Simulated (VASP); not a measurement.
Wanted: the native input for a VASP 6.6.1 run.

```
Task                   : single point
Functional             : PBEsol
Potentials or basis    : VASP PAW PBE potentials, release 64 (Ta_pv)
Cutoff                 : 520 eV
k mesh                 : 14 × 14 × 7
Occupations            : fermi-dirac, width 0.1 eV
Spin                   : no spin polarisation
Dipole correction      : no
Further INCAR settings : ALGO = Normal; EDIFF = 1e-06; NBANDS = 18
```

The structure of Ta lies in POSCAR:

```
Ta
1.0
    2.8246509645      0.0000000000      0.0000000000
   -1.4123254823      2.4462194921      0.0000000000
    0.0000000000      0.0000000000      5.0338055341
Ta
2
Direct
    0.3333333333      0.6666666667      0.2500000000
    0.6666666667      0.3333333333      0.7500000000
```

This isn't the form of Ta at room conditions, which is bcc.

These files were run (other wordings do the same):

INCAR

```
SYSTEM = Ta
ALGO = Normal
EDIFF = 1E-6
ENCUT = 520
GGA = PS
ISIF = 2
ISMEAR = -1
LASPH = .TRUE.
LCHARG = .TRUE.
LELF = .TRUE.
LREAL = .FALSE.
LVHAR = .TRUE.
LWAVE = .FALSE.
NBANDS = 18
NELM = 80
PREC = Accurate
SIGMA = 0.1
```

KPOINTS

```
k-points
0
G
  14 14 7
  0 0 0
```

Potentials or basis: VASP PAW PBE potentials, release 64 (Ta_pv).

The run is started by

```console
$ cat potpaw_PBE.64/Ta_pv/POTCAR > POTCAR
$ mpirun -np 1 vasp_std > vasp.out
```

Results of the run:

```
Pressure               : 9.4 GPa
Band gap on the k mesh : zero (bands 11 and 12 overlap by 2.02 eV)
```

Caveat: the cell stands under pressure; the PAW data sets were made with another functional, which shifts forces and pressure a little; spin-orbit coupling is left out, which moves the levels of the heavy elements.

Wall time 20 s on 1 thread of Intel(R) Xeon(R) 6975P-C (Granite Rapids), with other jobs on the host, peak memory 0.19 GiB.
